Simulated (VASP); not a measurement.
Runs of VASP 6.6.1 on Sb. The structure is that of space group P4/nmm (No. 129), or close to it. The cells are those of the table. 

| task | cell | k mesh | cutoff (eV) | gap on the mesh (eV) | pressure (GPa) | relaxed volume (Å³/atom) | largest force (eV/Å) |
| --- | --- | --- | --- | --- | --- | --- | --- |
| relaxation of cell and atoms | relaxed from a = 3.349, b = 3.558, c = 4.767 Å, 2 atoms | 6 × 6 × 4 | 600 | none | 0.0 | (b) | 0.04 |
| single point | a = 3.349, b = 3.558, c = 4.767 Å, 2 atoms | 6 × 6 × 4 | 520 | none | (a) | - | 2.47 |
| relaxation of cell and atoms | relaxed from a = 4.278, b = 4.278, c = 3.288 Å, 2 atoms | 4 × 4 × 6 | 600 | none | -0.1 | 30.39 | 0.01 |
| single point | a = 4.280, b = 4.277, c = 3.288 Å, 2 atoms | 6 × 6 × 4 | 520 | none | -0.2 | - | 0.01 |

Alike in all rows: level PBE; potentials or basis VASP PAW PBE potentials, release 64 (Sb); no spin polarisation; smearing gaussian 0.1 eV.

Question: Estimate the missing entries.

Answer: (a) 55.6; (b) 29.73.

Caveats: some runs use coarse meshes; spin-orbit coupling is left out, which moves the levels of the heavy elements; forces of over 1 eV/Å act on the atoms, so gaps and moduli don't describe the material at rest (some runs).

A k mesh can miss the band edges, and the runs leave out spin-orbit coupling on Sb.

A gap of «none» marks levels without a gap at the run's occupations.
